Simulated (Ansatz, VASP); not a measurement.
## NaB: VASP beside Ansatz

```xyz
2
Lattice="0.0000 2.6642 2.6642 2.6642 0.0000 2.6642 2.6642 2.6642 0.0000" Properties=species:S:1:pos:R:3 pbc="T T T"
Na    0.0000    0.0000    0.0000
B     2.6642    2.6642    2.6642
```

Alike in both runs: functional PBE; dispersion D4; k mesh 9 × 9 × 9; no spin polarisation.

Ansatz relaxed the structure, and its values are those at the end. VASP's run is a single point on that final structure, the one shown.

|  | VASP | Ansatz |
| --- | --- | --- |
| version | VASP 6.6.1 | Ansatz 0.2.0 |
| potentials or method | VASP PAW PBE potentials, release 64 (Na_pv, B) | plane waves, PAW |
| plane-wave cutoff (eV) | 520 | 420 |
| occupations | fermi-dirac, width 0.1 eV | fermi-dirac |
| valence electrons in the cell | 10 | 12 |

```tsv
	VASP	Ansatz	Ansatz less VASP
pressure (GPa)	0.1	0.0	-0.05
```

VASP's potentials hold 10 valence electrons a cell and Ansatz's 12, so a difference there can come from the potentials and not from the codes.
